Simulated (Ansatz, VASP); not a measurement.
**Al3GaN4 in VASP and in Ansatz**

```
Al Ga N
1.0
     5.03808    0.00000    0.00006
     0.00000    2.89058    0.00000
    -0.00329    0.00000    5.41039
Al Ga N
3 1 4
Direct
  0.50022 0.50000 0.16726
  0.00067 0.50000 0.83490
  0.00100 0.00000 0.33164
  0.49949 0.00000 0.66620
  0.11071 0.00000 0.66632
  0.12268 0.50000 0.16713
  0.62541 0.50000 0.84068
  0.62341 0.00000 0.32586
```

Change from the starting cell: strain -0.0750 x Voigt [0, 1, 0, 0, 0, 0], atoms carried along.

Alike in both runs: task single point; functional r2SCAN; k mesh 6 × 8 × 4; occupations gaussian, width 0.05 eV; no spin polarisation.

|  | VASP | Ansatz |
| --- | --- | --- |
| version | VASP 6.6.1 | Ansatz 0.2.0 |
| potentials or method | VASP PAW PBE potentials, release 64 (Al, Ga_d, N), cutoff 520 eV | scalar-relativistic, plane waves, PAW |
| valence electrons in the cell | 42 | 42 |

VASP gave:

* gap on the k mesh at the Fermi level (eV): 4.28
* least direct gap on the mesh (eV): 4.28
* pressure (GPa): 20.7
* traceless stress, the component that is largest in VASP (GPa): 25.22
* rms of the force components (eV/Å): 0.715

Q: Which values does Ansatz return?

A: gap on the k mesh at the Fermi level (eV): 4.27; least direct gap on the mesh (eV): 4.27; pressure (GPa): 20.6; traceless stress, the component that is largest in VASP (GPa): 24.94; rms of the force components (eV/Å): 0.698.

VASP's potentials were made for PBE, not for r2SCAN. Atom by atom the forces differ by 0.034 eV/Å (rms over components).
